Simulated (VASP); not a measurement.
Runs of VASP 6.6.1 on Bi. The structure is that of space group Fm-3m (No. 225), or close to it. The cells are those of the table. 

```tsv
cell	k mesh	gap on the mesh (eV)	pressure (GPa)
a = 3.541 Å, angles 60.0°, 1 atom	12 × 12 × 12	none	-0.2
a = 3.541 Å, angles 60.0°, 1 atom	18 × 18 × 18	none	-0.2
a = 3.588 Å, angles 60.0°, 1 atom	12 × 12 × 12	none	-2.2
a = 3.493 Å, angles 60.0°, 1 atom	12 × 12 × 12	none	2.2
a = 3.677 Å, angles 60.0°, 1 atom	12 × 12 × 12	none	-5.0
a = 3.393 Å, angles 60.0°, 1 atom	12 × 12 × 12	none	(b)
a = 3.633 Å, angles 60.0°, 1 atom	12 × 12 × 12	none	(a)
a = 3.444 Å, angles 60.0°, 1 atom	12 × 12 × 12	none	5.3
```

Alike in all rows: task single point; level r2SCAN; potentials or basis VASP PAW PBE potentials, release 64 (Bi_d); no spin polarisation; cutoff (eV) 520; smearing fermi-dirac 0.1 eV.

**Question.** Estimate the missing entries.

**Answer.** (a) -3.7; (b) 9.2.

Caveats: the PAW data sets were made with another functional, which shifts forces and pressure a little; spin-orbit coupling is left out, which moves the levels of the heavy elements.

A k mesh can miss the band edges, and the runs leave out spin-orbit coupling on Bi.

A gap of «none» marks levels without a gap at the run's occupations.
